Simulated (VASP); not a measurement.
# KI (Fm-3m) in VASP: a series of runs

KI is run at these levels: r2SCAN; tasks: single point.

Program: VASP 6.6.1. These are calculated values, not measurements. Logs are shortened: lines on timing, memory, paths and dates and some standing lists are left out, and cuts for length are marked.

## (1) The cell of the first run

The structure is cubic, space group Fm-3m (No. 225). The conventional cell has a = 6.485 Å, b = 6.485 Å, c = 6.485 Å, α = 90.00°, β = 90.00°, γ = 90.00°. Within 4.3 Å of K (site symmetry m-3m) lie 6 I at 3.24 Å. Within 4.3 Å of I (site symmetry m-3m) lie 6 K at 3.24 Å.

## (2) Single point, r2SCAN (strain -0.080 along x and y, -0.080 along z)

Input file POSCAR:

```
KI
1.0
    0.0000000000      3.2425860000      3.2425860000
    3.2425860000      0.0000000000      3.2425860000
    3.2425860000      3.2425860000      0.0000000000
K I
1 1
Direct
    0.0000000000      0.0000000000      0.0000000000
    0.5000000000      0.5000000000      0.5000000000
```

Input file INCAR.step1:

```
ALGO = Normal
EDIFF = 1E-4
ENCUT = 520
GGA = PE
ISMEAR = 0
LASPH = T
LCHARG = F
LREAL = F
LWAVE = T
NBANDS = 15
NELM = 80
PREC = Accurate
SIGMA = 0.05
```

Input file INCAR.step2:

```
ALGO = Normal
EDIFF = 1E-6
ENCUT = 520
ISIF = 2
ISMEAR = 0
ISTART = 1
LASPH = T
LCHARG = F
LMIXTAU = T
LREAL = F
LWAVE = F
METAGGA = R2SCAN
NBANDS = 15
NELM = 80
PREC = Accurate
SIGMA = 0.05
```

Input file KPOINTS:

```
k-points
0
Gamma
  6 6 6
```

Potentials or basis: VASP PAW PBE potentials, release 64 (K_sv, I).

Run with:

```sh
$ cat potpaw_PBE.64/K_sv/POTCAR potpaw_PBE.64/I/POTCAR > POTCAR
$ cp INCAR.step1 INCAR
$ mpirun -np 1 vasp_std > vasp.out
$ cp INCAR.step2 INCAR
$ mpirun -np 1 vasp_std > vasp.out
```

OUTCAR:

```text
EDIFF = 1E-6
   ENCUT = 520
   ISIF = 2
   ISMEAR = 0
   ISTART = 1
   LASPH = T
   LREAL = F
   METAGGA = R2SCAN
   NELM = 80
   PREC = Accurate

 ion  position               nearest neighbor table
   1  0.000  0.000  0.000-   2 3.24   2 3.24   2 3.24   2 3.24   2 3.24   2 3.24
   2  0.500  0.500  0.500-   1 3.24   1 3.24   1 3.24   1 3.24   1 3.24   1 3.24

  LATTYP: Found a face centered cubic cell.
 ALAT       =     6.4851720000

  Lattice vectors:

 A1 = (   0.0000000000,   3.2425860000,   3.2425860000)
 A2 = (   3.2425860000,   0.0000000000,   3.2425860000)
 A3 = (   3.2425860000,   3.2425860000,   0.0000000000)

Analysis of symmetry for initial positions (statically):
=====================================================================
 Subroutine PRICEL returns:
 Original cell was already a primitive cell.

 Routine SETGRP: Setting up the symmetry group for a
 face centered cubic supercell.

 Subroutine GETGRP returns: Found 48 space group operations
 (whereof 48 operations were pure point group operations)
 out of a pool of 48 trial point group operations.

The static configuration has the point symmetry O_h .

Analysis of symmetry for dynamics (positions and initial velocities):
=====================================================================
 Subroutine PRICEL returns:
 Original cell was already a primitive cell.

 Routine SETGRP: Setting up the symmetry group for a
 face centered cubic supercell.

 Subroutine GETGRP returns: Found 48 space group operations
 (whereof 48 operations were pure point group operations)
 out of a pool of 48 trial point group operations.

The dynamic configuration has the point symmetry O_h .

 Subroutine INISYM returns: Found 48 space group operations
 (whereof 48 operations are pure point group operations),
 and found     1 'primitive' translations

----------------------------------------------------------------------------------------

                                     Primitive cell

  volume of cell :      68.1875

  direct lattice vectors                    reciprocal lattice vectors
     0.000000000  3.242586000  3.242586000    -0.154197915  0.154197915  0.154197915
     3.242586000  0.000000000  3.242586000     0.154197915 -0.154197915  0.154197915
     3.242586000  3.242586000  0.000000000     0.154197915  0.154197915 -0.154197915

  length of vectors
     4.585709098  4.585709098  4.585709098     0.267078623  0.267078623  0.267078623

  position of ions in fractional coordinates (direct lattice)
     0.000000000  0.000000000  0.000000000
     0.500000000  0.500000000  0.500000000

  ion indices of the primitive-cell ions
   primitive index   ion index
                 1           1
                 2           2

----------------------------------------------------------------------------------------

 KPOINTS: k-points

Automatic generation of k-mesh.
 Grid dimensions read from file:
 generate k-points for:    6    6    6

 Generating k-lattice:

  Cartesian coordinates                     Fractional coordinates (reciprocal lattice)
    -0.025699652  0.025699652  0.025699652     0.166666667  0.000000000  0.000000000
     0.025699652 -0.025699652  0.025699652     0.000000000  0.166666667  0.000000000
     0.025699652  0.025699652 -0.025699652     0.000000000  0.000000000  0.166666667

  Length of vectors
     0.044513104  0.044513104  0.044513104

  Shift w.r.t. Gamma in fractional coordinates (k-lattice)
     0.000000000  0.000000000  0.000000000

 Subroutine IBZKPT returns following result:
 ===========================================

 Found     16 irreducible k-points:

 Following reciprocal coordinates:
            Coordinates               Weight
  0.000000  0.000000  0.000000      1.000000
  0.166667  0.000000  0.000000      8.000000
  0.333333  0.000000  0.000000      8.000000
  0.500000  0.000000  0.000000      4.000000
  0.166667  0.166667  0.000000      6.000000
  0.333333  0.166667  0.000000     24.000000
[... 8 lines left out ...]
 -0.333333  0.333333  0.166667     24.000000
 -0.333333  0.500000  0.166667     12.000000
   k-points           NKPTS =     16   k-points in BZ     NKDIM =     16   number of bands    NBANDS=     15
   number of dos      NEDOS =    301   number of ions     NIONS =      2
   total plane-waves  NPLWV =  46656
   dimension x,y,z NGX =    36 NGY =   36 NGZ =   36
   dimension x,y,z NGXF=    72 NGYF=   72 NGZF=   72
   ions per type =               1   1
   NGX,Y,Z   is equivalent  to a cutoff of  13.05, 13.05, 13.05 a.u.
   NGXF,Y,Z  is equivalent  to a cutoff of  26.10, 26.10, 26.10 a.u.
 SYSTEM =  unknown system
   PREC   = accura    normal or accurate (medium, high low for compatibility)
   ISTART =      1    job   : 0-new  1-cont  2-samecut
   ICHARG =      0    charge: 1-file 2-atom 10-const
   ISPIN  =      1    spin polarized calculation?
   LNONCOLLINEAR =      F non collinear calculations
   LSORBIT =      F    spin-orbit coupling
   LASPH  =      T    aspherical Exc in radial PAW
   ENCUT  =  520.0 eV  38.22 Ry    6.18 a.u.   8.53  8.53  8.53*2*pi/ulx,y,z
   NELM   =     80;   NELMIN=  2; NELMDL=  0     # of ELM steps
   EDIFF  = 0.1E-05   stopping-criterion for ELM
   LREAL  =      F    real-space projection
   EDIFFG = 0.1E-04   stopping-criterion for IOM
   NSW    =      0    number of steps for IOM
   IBRION =     -1    ionic relax: 0-MD 1-quasi-New 2-CG
   NFREE  =      0    steps in history (QN), initial steepest desc. (CG)
   ISIF   =      2    stress and relaxation
   ISYM   =      2    0-nonsym 1-usesym 2-fastsym
   POTIM  = 0.5000    time-step for ionic-motion
   TEBEG  =    0.0;   TEEND  =   0.0 temperature during run
   PSTRESS=    0.0 pullay stress
   NELECT =      16.0000    total number of electrons
   NUPDOWN=      -1.0000    fix difference up-down
   EMIN   =  10.00;   EMAX   =-10.00  energy-range for DOS
   EFERMI =   0.00;   METHOD = LEGACY
   ISMEAR =     0;   SIGMA  =   0.05  broadening in eV -4-tet -1-fermi 0-gaus
   EFERMI_NEDOS =   21; number of points for ismear=-14 and -15
   IALGO  =     38    algorithm
   IMIX   =      4    mixing-type and parameters
     AMIX     =   0.40;   BMIX     =  1.00
     AMIX_MAG =   1.60;   BMIX_MAG =  1.00
  volume/ion in A,a.u.               =      34.09       230.08
  Fermi-wavevector in a.u.,A,eV,Ry     =   1.009749  1.908148 13.872399  1.019593
  Thomas-Fermi vector in A             =   2.142696
   LORBIT       =      0    0 simple, 1 ext, 2 COOP (PROOUT), +10 PAW based schemes
   METAGGA = R2SCAN    functional components
   LHFCALC =     F    Hartree Fock is set to
   AEXX    =    0.0000 exact exchange contribution
   IVDW    =     0    specifies the selected vdW correction
   LEPSILON=     F    determine dielectric tensor
   LRPA    =     F    only Hartree local field effects (RPA)
 non-spin polarized calculation
 Gauss-broadening in eV      SIGMA  =   0.05
  energy-cutoff  :      520.00
  volume of cell :       68.19
 maximum number of plane-waves:      1853
 NGX is ok and might be reduce to    36
   NGX = 17   NGY = 17   NGZ = 17

 number of electron      16.0000001 magnetization

 Free energy of the ion-electron system (eV)
  ---------------------------------------------------
  ext. energy  EPLUGINS =         0.00000000
  ---------------------------------------------------
  free energy    TOTEN  =       -33.65294703 eV

  energy without entropy =      -33.65294703  energy(sigma->0) =      -33.65294703

 E-fermi :   1.1957     XC(G=0):  -8.6384

 val. band max:        0.8624623807   @ k =   0.0000   0.0000   0.0000
 cond. band min:       5.6397358425   @ k =   0.5000   0.5000   0.0000
 fundamental gap:      4.7772734619
 Fermi energy:         1.1957390792

 k-point     1 :       0.0000    0.0000    0.0000
  band No.  band energies     occupation
      1     -28.4875      2.00000
      2     -11.2462      2.00000
      3     -11.2462      2.00000
      4     -11.2462      2.00000
      5     -10.4729      2.00000
      6       0.8625      2.00000
      7       0.8625      2.00000
      8       0.8625      2.00000
      9       6.2795      0.00000
     10       7.6424      0.00000
     11       7.6424      0.00000
     12       7.6424      0.00000
     13       8.6825      0.00000
     14       8.6825      0.00000
     15      11.3667      0.00000

 k-point     2 :       0.1667    0.0000    0.0000
  band No.  band energies     occupation
      1     -28.4853      2.00000
      2     -11.4568      2.00000
      3     -11.2467      2.00000
      4     -11.2467      2.00000
      5     -10.1888      2.00000
      6       0.2228      2.00000
      7       0.6861      2.00000
      8       0.6861      2.00000
      9       6.8954      0.00000
     10       7.7874      0.00000
     11       8.0317      0.00000
     12       8.0317      0.00000
     13       9.1931      0.00000
     14       9.1931      0.00000
     15      12.5382      0.00000

 k-point     3 :       0.3333    0.0000    0.0000
  band No.  band energies     occupation
      1     -28.4808      2.00000
      2     -11.7131      2.00000
      3     -11.2476      2.00000
      4     -11.2476      2.00000
      5      -9.7752      2.00000
      6      -0.7618      2.00000
      7       0.3727      2.00000
      8       0.3727      2.00000
      9       7.0190      0.00000
     10       9.0168      0.00000
     11       9.0168      0.00000
     12       9.3358      0.00000
     13      10.4606      0.00000
     14      10.4606      0.00000
     15      12.5292      0.00000
[... 199 lines left out ...]
 k-point    15 :      -0.3333    0.3333    0.1667
  band No.  band energies     occupation
      1     -28.4765      2.00000
      2     -11.5909      2.00000
      3     -11.3184      2.00000
      4     -11.2898      2.00000
      5      -9.8223      2.00000
      6      -0.6246      2.00000
      7      -0.1312      2.00000
      8       0.1200      2.00000
      9       7.7628      0.00000
     10       8.0472      0.00000
     11       9.3932      0.00000
     12      10.5626      0.00000
     13      11.1436      0.00000
     14      11.2625      0.00000
     15      12.4169      0.00000

 k-point    16 :      -0.3333    0.5000    0.1667
  band No.  band energies     occupation
      1     -28.4758      2.00000
      2     -11.4336      2.00000
      3     -11.3623      2.00000
      4     -11.3207      2.00000
      5      -9.9673      2.00000
      6      -0.4348      2.00000
      7      -0.0139      2.00000
      8       0.0100      2.00000
      9       6.7021      0.00000
     10       8.6729      0.00000
     11       9.2039      0.00000
     12      10.5727      0.00000
     13      10.9696      0.00000
     14      11.7525      0.00000
     15      12.7314      0.00000

------------------------ aborting loop because EDIFF is reached ----------------------------------------

  FORCE on cell =-STRESS in cart. coord.  units (eV):
  Direction    XX          YY          ZZ          XY          YZ          ZX
  --------------------------------------------------------------------------------------
  -------------------------------------------------------------------------------------
  Total        2.7686639      2.7686639      2.7686639     -0.0000000     -0.0000000      0.0000000
  in kB       65.0543465     65.0543465     65.0543465     -0.0000000     -0.0000000      0.0000000
  external PRESSURE =      65.0543465 kB  Pullay stress =       0.0000000 kB

 VOLUME and BASIS-vectors are now :
 -----------------------------------------------------------------------------
  energy-cutoff  :      520.00
  volume of cell :       68.19
      direct lattice vectors                 reciprocal lattice vectors
     0.000000000  3.242586000  3.242586000    -0.154197915  0.154197915  0.154197915
     3.242586000  0.000000000  3.242586000     0.154197915 -0.154197915  0.154197915
     3.242586000  3.242586000  0.000000000     0.154197915  0.154197915 -0.154197915

 POSITION                                       TOTAL-FORCE (eV/Angst)
 -----------------------------------------------------------------------------------
      0.00000      0.00000      0.00000        -0.000000      0.000000      0.000000
      3.24259      3.24259      3.24259         0.000000     -0.000000     -0.000000
 -----------------------------------------------------------------------------------
    total drift:                                0.000000      0.000000      0.000000

  FREE ENERGIE OF THE ION-ELECTRON SYSTEM (eV)
  ---------------------------------------------------
  free  energy   TOTEN  =       -33.6529470345 eV

  energy  without entropy=      -33.6529470345  energy(sigma->0) =      -33.65294703
```

It took 52 s on 1 thread of Intel Xeon 6975P-C, shared host; peak memory 0.22 GiB.

What came out:

```yaml
Free_energy: -33.6529 eV
Pressure: 6.5 GPa
Band_gap_on_the_k_mesh: 4.78 eV, indirect (least direct gap 5.31 eV)
```

Caveat: the cell differs from its parent crystal (strain -0.080 along x and y, -0.080 along z); the PAW data sets were made with another functional, which shifts forces and pressure a little; spin-orbit coupling is left out, which moves the levels of the heavy elements.

## (3) Single point, r2SCAN (strain -0.040 along x and y, -0.040 along z)

Input file POSCAR:

```
KI
1.0
    0.0000000000      3.3835680000      3.3835680000
    3.3835680000      0.0000000000      3.3835680000
    3.3835680000      3.3835680000      0.0000000000
K I
1 1
Direct
    0.0000000000      0.0000000000      0.0000000000
    0.5000000000      0.5000000000      0.5000000000
```

Input file INCAR.step1:

```
SYSTEM = KI
  ALGO = Normal
  EDIFF = 1E-4
  ENCUT = 520
  GGA = PE
  ISMEAR = 0
  LASPH = .True.
  LCHARG = .False.
  LREAL = .False.
  LWAVE = .True.
  NBANDS = 15
  NELM = 80
  PREC = Accurate
  SIGMA = 0.05
```

Input file INCAR.step2:

```
SYSTEM = KI
  ALGO = Normal
  EDIFF = 1E-6
  ENCUT = 520
  ISIF = 2
  ISMEAR = 0
  ISTART = 1
  LASPH = .True.
  LCHARG = .True.
  LELF = .True.
  LMIXTAU = .True.
  LREAL = .False.
  LVHAR = .True.
  LWAVE = .False.
  METAGGA = R2SCAN
  NBANDS = 15
  NELM = 80
  PREC = Accurate
  SIGMA = 0.05
```

Input file KPOINTS:

```
k-points
0
Gamma
  6 6 6
  0 0 0
```

Potentials or basis: VASP PAW PBE potentials, release 64 (K_sv, I).

Run with:

```sh
$ cat potpaw_PBE.64/K_sv/POTCAR potpaw_PBE.64/I/POTCAR > POTCAR
$ cp INCAR.step1 INCAR
$ mpirun -np 1 vasp_std > vasp.out
$ cp INCAR.step2 INCAR
$ mpirun -np 1 vasp_std > vasp.out
```

Wall time 64 s (1 thread of Intel Xeon 6975P-C, shared host); peak memory 0.22 GiB.

The run converged. Its results:

```
Free energy            : -33.9032 eV
Pressure               : 2.5 GPa
Band gap on the k mesh : 4.98 eV, direct
```

Levels at points of the mesh, in eV from the valence-band top:
```tsv
k point	band 5	band 6	band 7	band 8	band 9	band 10	band 11	band 12
(0.00, 0.00, 0.00)	-11.04	0.00	0.00	0.00	4.98	6.95	6.95	6.95
(0.50, 0.00, 0.00)	-10.52	-1.65	-0.46	-0.46	6.15	8.67	9.02	9.02
(0.50, 0.50, 0.00)	-10.82	-1.23	-0.45	-0.45	5.12	6.81	8.93	9.97
```

Caveat: the cell differs from its parent crystal (strain -0.040 along x and y, -0.040 along z); the PAW data sets were made with another functional, which shifts forces and pressure a little; spin-orbit coupling is left out, which moves the levels of the heavy elements.
